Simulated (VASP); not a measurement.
A run of VASP 6.6.1:

INCAR

```
ALGO = Normal ; EDIFF = 1E-7
ENCUT = 520 ; ISIF = 2
ISMEAR = -1 ; ISPIN = 2
LASPH = T ; LCHARG = F
LMAXMIX = 4 ; LORBIT = 11
LREAL = F ; LWAVE = F
MAGMOM = 0.797 0.797 ; NBANDS = 21
NELM = 150 ; PREC = Accurate
SIGMA = 0.05
```

File KPOINTS:

```
k-points
0
Gamma
  12 12 12
```

File POSCAR:

```
Ni
1.0
    0.0000000000      2.3668609960      2.3668609960
    2.3668609960      0.0000000000      2.3668609960
    2.3668609960      2.3668609960      0.0000000000
Ni
2
Direct
    0.1250000000      0.1250000000      0.1250000000
    0.8750000000      0.8750000000      0.8750000000
```

Potentials or basis: VASP PAW LDA potentials, release 64 (Ni).

Launch:

```console
$ cat potpaw_LDA.64/Ni/POTCAR > POTCAR
$ mpirun -np 1 vasp_std > vasp.out
```

Hardware: 1 thread of Intel Xeon 8259CL, on a shared host.

Question: How long does it take, and how much memory?

Answer: Run time: 99 s on 1 thread of Intel Xeon 8259CL (shared host), peak memory 0.19 GiB. Counts: scf iterations 14, k points 72.
